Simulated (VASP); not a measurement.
Li, 2 atoms in the cell. It takes space group P2_1/m (No. 11, monoclinic). The conventional cell has a = 2.954 Å, b = 4.177 Å, c = 2.954 Å, α = 90.00°, β = 90.00°, γ = 90.00°. Within 3.3 Å of Li (site symmetry m) lie 10 Li at 2.52 to 3.15 Å.  This cell differs from its parent crystal: mode 4 frozen in at -0.340 Å and mode 5 at -0.085 Å (largest displacements).

```yaml
Program: VASP 6.6.1
Task: single point
Functional: PBE
Dispersion: D3(BJ)
Potentials_or_basis: VASP PAW PBE potentials, release 64 (Li_sv)
Cutoff: 520 eV
k_mesh: 16 × 16 × 12
Occupations: gaussian, width 0.15 eV
Spin: no spin polarisation
Dipole_correction: no
Further_INCAR_settings: ALGO = Fast; EDIFF = 1e-06; NBANDS = 10
```

Potentials or basis: VASP PAW PBE potentials, release 64 (Li_sv).

Command:

```console
$ cat potpaw_PBE.64/Li_sv/POTCAR > POTCAR
$ mpirun -np 1 vasp_std > vasp.out
```

Hardware: 1 thread of AMD EPYC 9R45 96-Core Processor (Zen 5), with other jobs on the host.

Estimate the wall time of this run.

It took 2.1 min on 1 thread of AMD EPYC 9R45 96-Core Processor (Zen 5) (shared host), peak memory 0.32 GiB. Counts: scf iterations 13, k points 910.
